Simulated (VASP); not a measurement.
Set up this calculation in VASP 6.6.1, as the native input.

- Task: single point
- Functional: PBE
- Potentials or basis: VASP PAW PBE potentials, release 64 (Y_sv, Sc_sv, Pt)
- Cutoff: 520 eV
- k mesh: 6 × 6 × 2
- Occupations: gaussian, width 0.1 eV
- Spin: no spin polarisation
- Dipole correction: no
- Further INCAR settings: ALGO = Fast; EDIFF = 1e-07; NBANDS = 34

The structure of YSc2Pt2 lies in POSCAR:

```
YSc2Pt2
1.0
    3.4833583508      0.0000000000      0.0000000000
   -1.7416791754      3.0166768222      0.0000000000
    0.0000000000      0.0000000000      9.1074494249
Y Sc Pt
1 2 2
Direct
    0.0000000000      0.0000000000      0.0000000000
    0.3333333333      0.6666666667      0.1410000000
    0.6666666667      0.3333333333      0.8590000000
    0.3333333333      0.6666666667      0.6670000000
    0.6666666667      0.3333333333      0.3330000000
```

One way to write it, as run:

INCAR

```
PREC = Accurate
ENCUT = 520
EDIFF = 1E-7
ISMEAR = 0
SIGMA = 0.1
LREAL = False
LASPH = True
NELM = 60
ALGO = Fast
ISIF = 2
LWAVE = False
LCHARG = False
GGA = PE
NBANDS = 34
```

KPOINTS

```
Automatic mesh
0
Gamma
  6 6 2
```

Potentials or basis: VASP PAW PBE potentials, release 64 (Y_sv, Sc_sv, Pt).

Launch:

```bash
$ cat potpaw_PBE.64/Y_sv/POTCAR potpaw_PBE.64/Sc_sv/POTCAR potpaw_PBE.64/Pt/POTCAR > POTCAR
$ mpirun -np 1 vasp_std > vasp.out
```

It gave:

* Pressure: 18.2 GPa
* Largest force: 5.819 eV/Å
* Band gap on the k mesh: zero (an odd number of electrons rules out a gap without spin polarisation)

Caveat: the stress differs along the axes, from 10 to 22 GPa; spin-orbit coupling is left out, which moves the levels of the heavy elements; forces of over 1 eV/Å act on the atoms, so gaps and moduli don't describe the material at rest.

Wall time 3.1 min on 1 thread of Intel(R) Xeon(R) Platinum 8259CL CPU @ 2.50GHz (Skylake/Cascade Lake) (shared host), peak memory 0.26 GiB.
